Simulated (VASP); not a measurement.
# Ti in VASP: further runs

Runs on Ti. Level: PBEsol. Tasks: single point.

Program: VASP 6.6.1. These are calculated values, not measurements. Logs are shortened: lines on timing, memory, paths and dates and some standing lists are left out, and cuts for length are marked.

## (1) The cell of the first run

The typed cell holds 2 atoms: a = 2.868 Å, b = 2.868 Å, c = 4.056 Å, α = 90.00°, β = 90.00°, γ = 90.00°.

## (2) Single point, PBEsol (atoms moved at random)

INCAR

```
SYSTEM = Ti
ALGO = Fast
EDIFF = 1E-7
ENCUT = 520
GGA = PS
ISIF = 2
ISMEAR = 0
LASPH = .TRUE.
LCHARG = .TRUE.
LELF = .TRUE.
LREAL = .FALSE.
LVHAR = .TRUE.
LWAVE = .FALSE.
NBANDS = 19
NELM = 80
PREC = Accurate
SIGMA = 0.15
```

KPOINTS

```
k-points
0
G
  12 12 8
  0 0 0
```

POSCAR

```
Ti
1.0
    0.0000000000     -2.0279211515     -2.0279211515
    0.0000000000      2.0279211515     -2.0279211515
    4.0558423029      0.0000000000      0.0000000000
Ti
2
Direct
    0.5115335839      0.5016926789      0.4925220142
   -0.0115335839     -0.0016926789      0.0074779858
```

Potentials or basis: VASP PAW PBE potentials, release 64 (Ti_sv).

Started as:

```bash
> cat potpaw_PBE.64/Ti_sv/POTCAR > POTCAR
> mpirun -np 1 vasp_std > vasp.out
```

OUTCAR:

```text
SYSTEM = Ti
   EDIFF = 1E-7
   ENCUT = 520
   GGA = PS
   ISIF = 2
   ISMEAR = 0
   LASPH = .TRUE.
   LREAL = .FALSE.
   NELM = 80
   PREC = Accurate

 ion  position               nearest neighbor table
   1  0.512  0.502  0.493-   2 2.79   2 2.80   2 2.85   2 2.86   2 2.87   2 2.88
   2  0.988  0.998  0.007-   1 2.79   1 2.80   1 2.85   1 2.86   1 2.87   1 2.88

  LATTYP: Found a simple tetragonal cell.
 ALAT       =     2.8679135959
 C/A-ratio  =     1.4142135623

  Lattice vectors:

 A1 = (   0.0000000000,  -2.0279211515,  -2.0279211515)
 A2 = (   0.0000000000,   2.0279211515,  -2.0279211515)
 A3 = (   4.0558423029,   0.0000000000,   0.0000000000)

Analysis of symmetry for initial positions (statically):
=====================================================================
 Subroutine PRICEL returns:
 Original cell was already a primitive cell.

 Routine SETGRP: Setting up the symmetry group for a
 simple tetragonal supercell.

 Subroutine GETGRP returns: Found  2 space group operations
 (whereof  1 operations were pure point group operations)
 out of a pool of 16 trial point group operations.

The static configuration has the point symmetry C_1 .
 The point group associated with its full space group is S_2 .

Analysis of symmetry for dynamics (positions and initial velocities):
=====================================================================
 Subroutine PRICEL returns:
 Original cell was already a primitive cell.

 Routine SETGRP: Setting up the symmetry group for a
 simple tetragonal supercell.

 Subroutine GETGRP returns: Found  2 space group operations
 (whereof  1 operations were pure point group operations)
 out of a pool of 16 trial point group operations.

The dynamic configuration has the point symmetry C_1 .
 The point group associated with its full space group is S_2 .

 Subroutine INISYM returns: Found  2 space group operations
 (whereof  1 operations are pure point group operations),
 and found     1 'primitive' translations

----------------------------------------------------------------------------------------

                                     Primitive cell

  volume of cell :      33.3590

  direct lattice vectors                    reciprocal lattice vectors
     0.000000000 -2.027921152 -2.027921152     0.000000000 -0.246557910 -0.246557910
     0.000000000  2.027921152 -2.027921152     0.000000000  0.246557910 -0.246557910
     4.055842303  0.000000000  0.000000000     0.246557910  0.000000000  0.000000000

  length of vectors
     2.867913596  2.867913596  4.055842303     0.348685540  0.348685540  0.246557910

  position of ions in fractional coordinates (direct lattice)
     0.511533584  0.501692679  0.492522014
     0.988466416  0.998307321  0.007477986

  ion indices of the primitive-cell ions
   primitive index   ion index
                 1           1
                 2           2

----------------------------------------------------------------------------------------

 KPOINTS: k-points

Automatic generation of k-mesh.
 Grid dimensions read from file:
 generate k-points for:   12   12    8

 Generating k-lattice:

  Cartesian coordinates                     Fractional coordinates (reciprocal lattice)
     0.000000000 -0.020546492 -0.020546492     0.083333333  0.000000000  0.000000000
     0.000000000  0.020546492 -0.020546492     0.000000000  0.083333333  0.000000000
     0.030819739  0.000000000  0.000000000     0.000000000  0.000000000  0.125000000

  Length of vectors
     0.029057128  0.029057128  0.030819739

  Shift w.r.t. Gamma in fractional coordinates (k-lattice)
     0.000000000  0.000000000  0.000000000

 Subroutine IBZKPT returns following result:
 ===========================================

 Found    580 irreducible k-points:

 Following reciprocal coordinates:
            Coordinates               Weight
  0.000000  0.000000  0.000000      1.000000
  0.083333  0.000000  0.000000      2.000000
  0.000000  0.083333  0.000000      2.000000
  0.166667  0.000000  0.000000      2.000000
  0.000000  0.166667  0.000000      2.000000
  0.250000  0.000000  0.000000      2.000000
[... 16 lines left out ...]
  0.083333  0.250000  0.000000      2.000000
  0.333333  0.083333  0.000000      2.000000
 [... further k-points ...]
   k-points           NKPTS =    580   k-points in BZ     NKDIM =    580   number of bands    NBANDS=     19
   number of dos      NEDOS =    301   number of ions     NIONS =      2
   total plane-waves  NPLWV =  17280
   dimension x,y,z NGX =    24 NGY =   24 NGZ =   30
   dimension x,y,z NGXF=    48 NGYF=   48 NGZF=   60
   ions per type =               2
   NGX,Y,Z   is equivalent  to a cutoff of  13.91, 13.91, 12.30 a.u.
   NGXF,Y,Z  is equivalent  to a cutoff of  27.82, 27.82, 24.59 a.u.
 SYSTEM =  Ti
   PREC   = accura    normal or accurate (medium, high low for compatibility)
   ISTART =      0    job   : 0-new  1-cont  2-samecut
   ICHARG =      2    charge: 1-file 2-atom 10-const
   ISPIN  =      1    spin polarized calculation?
   LNONCOLLINEAR =      F non collinear calculations
   LSORBIT =      F    spin-orbit coupling
   LASPH  =      T    aspherical Exc in radial PAW
   ENCUT  =  520.0 eV  38.22 Ry    6.18 a.u.   5.33  5.33  7.54*2*pi/ulx,y,z
   NELM   =     80;   NELMIN=  2; NELMDL= -5     # of ELM steps
   EDIFF  = 0.1E-06   stopping-criterion for ELM
   LREAL  =      F    real-space projection
   EDIFFG = 0.1E-05   stopping-criterion for IOM
   NSW    =      0    number of steps for IOM
   IBRION =     -1    ionic relax: 0-MD 1-quasi-New 2-CG
   NFREE  =      0    steps in history (QN), initial steepest desc. (CG)
   ISIF   =      2    stress and relaxation
   ISYM   =      2    0-nonsym 1-usesym 2-fastsym
   POTIM  = 0.5000    time-step for ionic-motion
   TEBEG  =    0.0;   TEEND  =   0.0 temperature during run
   PSTRESS=    0.0 pullay stress
   NELECT =      24.0000    total number of electrons
   NUPDOWN=      -1.0000    fix difference up-down
   EMIN   =  10.00;   EMAX   =-10.00  energy-range for DOS
   EFERMI =   0.00;   METHOD = LEGACY
   ISMEAR =     0;   SIGMA  =   0.15  broadening in eV -4-tet -1-fermi 0-gaus
   EFERMI_NEDOS =   21; number of points for ismear=-14 and -15
   IALGO  =     68    algorithm
   IMIX   =      4    mixing-type and parameters
     AMIX     =   0.40;   BMIX     =  1.00
     AMIX_MAG =   1.60;   BMIX_MAG =  1.00
  volume/ion in A,a.u.               =      16.68       112.56
  Fermi-wavevector in a.u.,A,eV,Ry     =   1.466924  2.772084 29.277901  2.151865
  Thomas-Fermi vector in A             =   2.582603
   LORBIT       =      0    0 simple, 1 ext, 2 COOP (PROOUT), +10 PAW based schemes
   GGA     = PS    functional components
   LHFCALC =     F    Hartree Fock is set to
   AEXX    =    0.0000 exact exchange contribution
   IVDW    =     0    specifies the selected vdW correction
   LEPSILON=     F    determine dielectric tensor
   LRPA    =     F    only Hartree local field effects (RPA)
 non-spin polarized calculation
 RMM-DIIS sequential band-by-band and
 Gauss-broadening in eV      SIGMA  =   0.15
  energy-cutoff  :      520.00
  volume of cell :       33.36
 maximum number of plane-waves:       928
 NGX is ok and might be reduce to    24
   NGX = 11   NGY = 11   NGZ = 15

 number of electron      23.9999997 magnetization

 Free energy of the ion-electron system (eV)
  ---------------------------------------------------
  ext. energy  EPLUGINS =         0.00000000
  ---------------------------------------------------
  free energy    TOTEN  =       -16.57032777 eV

  energy without entropy =      -16.53185040  energy(sigma->0) =      -16.55108909

 E-fermi :   8.5334     XC(G=0): -11.8283

 val. band max:        8.5332912343   @ k =  -0.4167   0.0833  -0.1250
 cond. band min:       8.5340384948   @ k =   0.4167   0.0833   0.1250
 fundamental gap:      0.0007472605
 Fermi energy:         8.5334036475

 k-point     1 :       0.0000    0.0000    0.0000
  band No.  band energies     occupation
      1     -47.8809      2.00000
      2     -47.6823      2.00000
      3     -24.5083      2.00000
      4     -24.0542      2.00000
      5     -24.0530      2.00000
      6     -23.7852      2.00000
[... 11 lines left out ...]
     18      12.2805      0.00000
     19      12.5921      0.00000

 k-point     2 :       0.0833    0.0000    0.0000
  band No.  band energies     occupation
      1     -47.8744      2.00000
      2     -47.6823      2.00000
      3     -24.4937      2.00000
      4     -24.0774      2.00000
      5     -24.0471      2.00000
      6     -23.8154      2.00000
[... 11 lines left out ...]
     18      12.1209      0.00000
     19      12.5569      0.00000

 k-point     3 :       0.0000    0.0833    0.0000
  band No.  band energies     occupation
      1     -47.8743      2.00000
      2     -47.6824      2.00000
      3     -24.4935      2.00000
      4     -24.0784      2.00000
      5     -24.0462      2.00000
      6     -23.8115      2.00000
[... 11 lines left out ...]
     18      12.1253      0.00000
     19      12.5311      0.00000

 k-point     4 :       0.1667    0.0000    0.0000
  band No.  band energies     occupation
      1     -47.8559      2.00000
      2     -47.6830      2.00000
      3     -24.4517      2.00000
      4     -24.1423      2.00000
      5     -24.0272      2.00000
      6     -23.9067      2.00000
[... 407 lines left out ...]
     18      11.4622      0.00000
     19      12.3003      0.00000

 k-point    23 :       0.0833    0.2500    0.0000
  band No.  band energies     occupation
      1     -47.8222      2.00000
      2     -47.6857      2.00000
      3     -24.3738      2.00000
      4     -24.2282      2.00000
      5     -24.0455      2.00000
      6     -24.0078      2.00000
[... 11 lines left out ...]
     18      11.4937      0.00000
     19      12.2839      0.00000

 k-point    24 :       0.3333    0.0833    0.0000
  band No.  band energies     occupation
      1     -47.7912      2.00000
      2     -47.6921      2.00000
      3     -24.3098      2.00000
      4     -24.2978      2.00000
      5     -24.1646      2.00000
      6     -23.9798      2.00000
[... 11 lines left out ...]
     18      11.9110      0.00000
     19      11.9948      0.00000

 [... further k-points ...]

------------------------ aborting loop because EDIFF is reached ----------------------------------------

  FORCE on cell =-STRESS in cart. coord.  units (eV):
  Direction    XX          YY          ZZ          XY          YZ          ZX
  --------------------------------------------------------------------------------------
  -------------------------------------------------------------------------------------
  Total        0.0492277     -0.0538741     -0.0258052      0.0131799      0.0159888      0.0167522
  in kB        2.3643243     -2.5874809     -1.2393822      0.6330105      0.7679152      0.8045818
  external PRESSURE =      -0.4875129 kB  Pullay stress =       0.0000000 kB

 VOLUME and BASIS-vectors are now :
 -----------------------------------------------------------------------------
  energy-cutoff  :      520.00
  volume of cell :       33.36
      direct lattice vectors                 reciprocal lattice vectors
     0.000000000 -2.027921152 -2.027921152     0.000000000 -0.246557910 -0.246557910
     0.000000000  2.027921152 -2.027921152     0.000000000  0.246557910 -0.246557910
     4.055842303  0.000000000  0.000000000     0.246557910  0.000000000  0.000000000

 POSITION                                       TOTAL-FORCE (eV/Angst)
 -----------------------------------------------------------------------------------
      1.99759     -0.01996     -2.05474         0.291106      0.110392      0.148002
      0.03033      0.01996     -4.02902        -0.291106     -0.110392     -0.148002
 -----------------------------------------------------------------------------------
    total drift:                                0.000000      0.000000     -0.000000

  FREE ENERGIE OF THE ION-ELECTRON SYSTEM (eV)
  ---------------------------------------------------
  free  energy   TOTEN  =       -16.5703277687 eV

  energy  without entropy=      -16.5318504038  energy(sigma->0) =      -16.55108909
```

Wall time 7.1 min (1 thread of Intel Xeon 6975P-C (Granite Rapids), shared host); peak memory 0.39 GiB.

What came out:

* Free energy: -16.5703 eV
* Pressure: 0.0 GPa
* Largest force: 0.345 eV/Å
* Band gap on the k mesh: zero (bands 12 and 13 overlap by 1.33 eV)

Forces in eV/Å, atoms in the order of the input:
```
Ti   0.291  0.110  0.148
Ti  -0.291 -0.110 -0.148
```

Stress tensor (GPa, compression positive):
```
 0.24  0.06  0.08
 0.06 -0.26  0.08
 0.08  0.08 -0.12
```

Caveat: the cell differs from its parent crystal (atoms moved at random); the PAW data sets were made with another functional, which shifts forces and pressure a little.

## (3) Single point, PBEsol

INCAR

```
PREC = Accurate
ENCUT = 520
EDIFF = 1E-6
ISMEAR = 0
SIGMA = 0.15
LREAL = F
LASPH = T
NELM = 100
ALGO = Fast
ISIF = 2
LWAVE = F
LCHARG = F
GGA = PS
NBANDS = 19
```

KPOINTS

```
Automatic mesh
0
Gamma
  12 12 8
```

POSCAR

```
Ti
1.0
    0.0000000000     -2.0279211515     -2.0279211515
    0.0000000000      2.0279211515     -2.0279211515
    4.0558423029      0.0000000000      0.0000000000
Ti
2
Direct
    0.4999709532      0.4999974005      0.5000147059
    0.0000290468      0.0000025995     -0.0000147059
```

Potentials or basis: VASP PAW PBE potentials, release 64 (Ti_sv).

Started as:

```bash
> cat potpaw_PBE.64/Ti_sv/POTCAR > POTCAR
> mpirun -np 1 vasp_std > vasp.out
```

Wall time 4.9 min (1 thread of Intel Xeon 6975P-C (Granite Rapids), shared host); peak memory 0.39 GiB.

It converged, with:

```yaml
Free_energy: -16.5851 eV
Pressure: -0.6 GPa
Band_gap_on_the_k_mesh: zero (bands 12 and 13 overlap by 1.29 eV)
```

Levels at points of the mesh, in eV from the Fermi level:
```
           k point  band 8  band 9  band 10  band 11  band 12  band 13  band 14  band 15  band 16  band 17
(0.00, 0.00, 0.00)  -32.32   -6.20    -2.73    -1.83     0.90     0.90     0.90     2.61     2.62     3.02
(0.50, 0.00, 0.00)  -32.41   -2.13    -2.13    -0.35    -0.35    -0.05    -0.05     1.75     1.75     2.50
(0.00, 0.50, 0.00)  -32.41   -2.13    -2.13    -0.35    -0.35    -0.05    -0.05     1.75     1.75     2.50
(0.50, 0.50, 0.00)  -32.59   -2.73    -2.73    -1.83    -1.83     3.02     3.02     3.75     3.75     4.07
(0.00, 0.00, 0.50)  -32.45   -3.84    -3.84    -0.64    -0.64     1.21     1.21     2.11     2.11     2.11
(0.50, 0.00, 0.50)  -32.41   -2.69    -2.69     0.74     0.74     0.76     0.76     0.76     0.76     3.77
(0.00, 0.50, 0.50)  -32.41   -2.69    -2.69     0.74     0.74     0.76     0.76     0.76     0.76     3.77
(0.50, 0.50, 0.50)  -32.60   -1.62    -1.62    -0.40    -0.40    -0.40    -0.40     2.21     2.21     4.07
```

Caveat: the PAW data sets were made with another functional, which shifts forces and pressure a little.
